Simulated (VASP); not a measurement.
A run of VASP 6.6.1 is set up as follows.

The input INCAR:

```
PREC     = Accurate       # precision mode
ENCUT    = 520            # plane-wave cutoff, eV
EDIFF    = 1E-7           # SCF threshold, eV
ISMEAR   = 0              # smearing method
SIGMA    = 0.1            # smearing width, eV
LREAL    = F              # projectors in reciprocal space
LASPH    = T              # aspherical terms in the spheres
NELM     = 150            # most SCF steps
ALGO     = Normal         # electronic algorithm
ISIF     = 2              # what is computed and relaxed
LWAVE    = F              # write WAVECAR
LCHARG   = T              # write CHGCAR
LMAXMIX  = 4              # l up to which the mixer works
LDAU     = T              # DFT+U
LDAUTYPE = 2            
LDAUL    = 2 -1           # shell
LDAUU    = 6.2 0          # U, eV
LDAUJ    = 0 0          
LDAUPRINT= 1            
GGA      = PE             # functional
LELF     = T              # ELF
LVHAR    = T            
NBANDS   = 28             # bands
```

The input KPOINTS:

```
Automatic mesh
0
Gamma
  12 12 6
```

POSCAR

```
WSe
1.0
    3.7763573240      0.0000000000      0.0000000000
   -1.8881786620      3.2704213763      0.0000000000
    0.0000000000      0.0000000000      6.2811205392
W Se
2 2
Direct
    0.0000000000      0.0000000000      0.0000000000
    0.0000000000      0.0000000000      0.5000000000
    0.3333333333      0.6666666667      0.2500000000
    0.6666666667      0.3333333333      0.7500000000
```

Potentials or basis: VASP PAW PBE potentials, release 64 (W_sv, Se).

The run is started by

```bash
$ cat potpaw_PBE.64/W_sv/POTCAR potpaw_PBE.64/Se/POTCAR > POTCAR
$ mpirun -np 1 vasp_std > vasp.out
```

Problem. Predict the band gap on the k mesh.

Solution. Zero (bands 20 and 21 overlap by 1.62 eV).

Problem. Predict the pressure.

Solution. -3.2 GPa.

Stress tensor (GPa, compression positive):
```
-4.91  0.00  0.00
 0.00 -4.91  0.00
 0.00  0.00  0.21
```

Caveat: the cell stands under tension; spin-orbit coupling is left out, which moves the levels of the heavy elements; U without spin polarisation on a metal has little footing.
